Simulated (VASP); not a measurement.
## BaTe: single point with r2SCAN

BaTe:

```
Ba Te
1.0
     4.24482    0.00000    0.00000
     0.00000    4.24482    0.00000
     0.00000    0.00000    4.24482
Ba Te
1 1
Direct
  0.00000 0.00000 0.00000
  0.50000 0.50000 0.50000
```

* Program: VASP 6.6.1
* Task: single point
* Functional: r2SCAN
* Potentials or basis: VASP PAW PBE potentials, release 64 (Ba_sv, Te)
* Cutoff: 520 eV
* k mesh: 4 × 4 × 4
* Occupations: methfessel-paxton, width 0.161 eV
* Spin: no spin polarisation
* Dipole correction: no
* Further INCAR settings: ALGO = Normal; EDIFF = 1e-06; NBANDS = 15

```json
{"Pressure": "0.6 GPa", "Band gap on the k mesh": "1.09 eV, indirect (least direct gap 1.37 eV)"}
```

Levels at points of the mesh, in eV from the valence-band top:
```
           k point  band 4  band 5  band 6  band 7  band 8  band 9  band 10  band 11  band 12  band 13
(0.00, 0.00, 0.00)  -13.63  -10.71   -0.38   -0.38   -0.38    1.09     1.09     3.21     5.00     5.00
(0.50, 0.00, 0.00)  -13.57   -9.90   -3.43   -0.88   -0.88    1.92     5.31     5.38     5.43     5.67
(0.50, 0.50, 0.00)  -13.54  -10.11   -2.11   -2.11    0.00    1.37     3.04     3.30     3.30     6.65
(0.50, 0.50, 0.50)  -13.90   -9.69   -2.99   -2.99   -2.99    5.27     5.27     5.27     6.80     6.80
```

Run time: 110 s on 1 thread of Intel Xeon 8259CL (shared host), peak memory 0.19 GiB.

Caveat: the PAW data sets were made with another functional, which shifts forces and pressure a little; spin-orbit coupling is left out, which moves the levels of the heavy elements. r2SCAN opens gaps a little over a GGA but as a rule still falls short of measured ones.
